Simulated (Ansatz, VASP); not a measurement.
SiO2 in VASP and in Ansatz

```xyz
6
Lattice="4.2256 0.0000 0.0000 0.0000 4.2256 0.0000 0.0000 0.0000 3.0272" Properties=species:S:1:pos:R:3 pbc="T T T"
Si    2.1128    2.1128    1.5136
Si    0.0000    0.0000    0.0000
O     2.9284    2.9284    0.0000
O     0.8156    3.4100    1.5136
O     1.2972    1.2972    0.0000
O     3.4100    0.8156    1.5136
```

Alike in both runs: task single point; functional PBE; k mesh 6 × 6 × 10; occupations gaussian, width 0.05 eV; no spin polarisation.

|  | VASP | Ansatz |
| --- | --- | --- |
| version | VASP 6.6.1 | Ansatz 0.2.0 |
| potentials or method | VASP PAW PBE potentials, release 64 (Si, O), cutoff 520 eV | scalar-relativistic, plane waves, PAW |
| valence electrons in the cell | 32 | 32 |

VASP gave:

| Property | Result |
| --- | --- |
| gap on the k mesh at the Fermi level (eV) | 2.73 |
| least direct gap on the mesh (eV) | 2.73 |
| rms of the force components (eV/Å) | 0.250 |

Q: Which values does Ansatz return?

A: gap on the k mesh at the Fermi level (eV): 2.75; least direct gap on the mesh (eV): 2.75; rms of the force components (eV/Å): 0.253.

Atom by atom the forces differ by 0.003 eV/Å (rms over components).
